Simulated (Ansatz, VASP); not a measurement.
## Si in VASP and in Ansatz

```
Si
1.0
     0.00000    5.43000    5.43000
     5.43000    0.00000    5.43000
     5.43000    5.43000    0.00000
Si
17
Direct
  0.99864 0.00056 0.00060
  0.12792 0.12204 0.12211
  0.00207 0.99408 0.50208
  0.12812 0.12228 0.62809
  0.00200 0.50201 0.99425
  0.12808 0.62806 0.12234
  0.00249 0.50260 0.50265
  0.12516 0.62551 0.62568
  0.50037 0.00039 0.00040
  0.62500 0.12497 0.12496
  0.50057 0.00067 0.49856
  0.62202 0.12216 0.62789
  0.50054 0.49859 0.00068
  0.62199 0.62789 0.12219
  0.49374 0.50222 0.50223
  0.62213 0.62819 0.62818
  0.87516 0.37548 0.37564
```

Alike in both runs: functional PBE; k mesh 2 × 2 × 2; occupations gaussian, width 0.05 eV; no spin polarisation.

Ansatz relaxed the structure, and its values are those at the end. VASP's run is a single point on that final structure, the one shown.

|  | VASP | Ansatz |
| --- | --- | --- |
| version | VASP 6.6.1 | Ansatz 0.2.0 |
| potentials or method | VASP PAW PBE potentials, release 64 (Si), cutoff 520 eV | scalar-relativistic, plane waves, PAW |
| valence electrons in the cell | 68 | 68 |

|  | VASP | Ansatz | Ansatz less VASP |
| --- | --- | --- | --- |
| rms of the force components (eV/Å) | 0.006 | 0.006 | 0.0000 |

The k mesh is coarse, so the values compare programs but aren't converged.
